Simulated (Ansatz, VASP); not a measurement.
## Two plane-wave programs on AgI2

The input INCAR:

```
SYSTEM = AgI2
ALGO = Normal
EDIFF = 1E-6
ENCUT = 520
GGA = PS
ISIF = 2
ISMEAR = 0
LASPH = .TRUE.
LCHARG = .FALSE.
LREAL = .FALSE.
LWAVE = .FALSE.
NBANDS = 20
NELM = 100
PREC = Accurate
SIGMA = 0.15
```

KPOINTS

```
k-points
0
G
  14 14 10
  0 0 0
```

Contents of POSCAR:

```
AgI2
1.0
    3.8231468274      0.0000000000      0.0000000000
    0.0000000000      3.8231468274      0.0000000000
    0.0000000000      0.0000000000      6.9824618256
Ag I
1 2
Direct
    0.0000000000      0.0000000000      0.5000000000
    0.5000000000      0.0000000000      0.7910272650
    0.0000000000      0.5000000000      0.2089727350
```

Input for Ansatz:

```yaml
crystal:
  lattice:
    - [3.8231468274, 0.0, 0.0]
    - [0.0, 3.8231468274, 0.0]
    - [0.0, 0.0, 6.9824618256]
  atoms:
    - { symbol: Ag, position: [0.0, 0.0, 0.5] }
    - { symbol: I, position: [0.5, 0.0, 0.791027265] }
    - { symbol: I, position: [0.0, 0.5, 0.208972735] }
basis:
  ecutwfc: 420
kpoints:
  mp_grid: { grid: [14, 14, 10] }
hamiltonian:
  xc: pbesol
scf:
  occupations: { method: gaussian, width: 0.15 }
output:
  forces: true
  stress: true
  eigenvalues: true
```

Alike in both runs: task single point; functional PBEsol; k mesh 14 × 14 × 10; occupations gaussian, width 0.15 eV; no spin polarisation.

|  | VASP | Ansatz |
| --- | --- | --- |
| version | VASP 6.6.1 | Ansatz 0.2.0 |
| potentials or method | VASP PAW PBE potentials, release 64 (Ag, I), cutoff 520 eV | scalar-relativistic, plane waves, PAW |
| valence electrons in the cell | 25 | 53 |

Ansatz gave:

```
gap on the k mesh at the Fermi level (eV)                     : none
pressure (GPa)                                                : -1.3
traceless stress, the component that is largest in VASP (GPa) : -0.80
rms of the force components (eV/Å)                            : 0.204
```

Estimate VASP's values.

gap on the k mesh at the Fermi level (eV): none; pressure (GPa): -1.3; traceless stress, the component that is largest in VASP (GPa): -0.81; rms of the force components (eV/Å): 0.206.

VASP's potentials were made for PBE, not for PBEsol. Atom by atom the forces differ by 0.001 eV/Å (rms over components). A gap of «none» marks a metal or a gap that the smearing closes. The functional is the same, so the differences come from potentials, cutoffs and numerics. VASP's potentials hold 25 valence electrons a cell and Ansatz's 53, so a difference there can come from the potentials and not from the codes.

Spin-orbit coupling is off throughout.
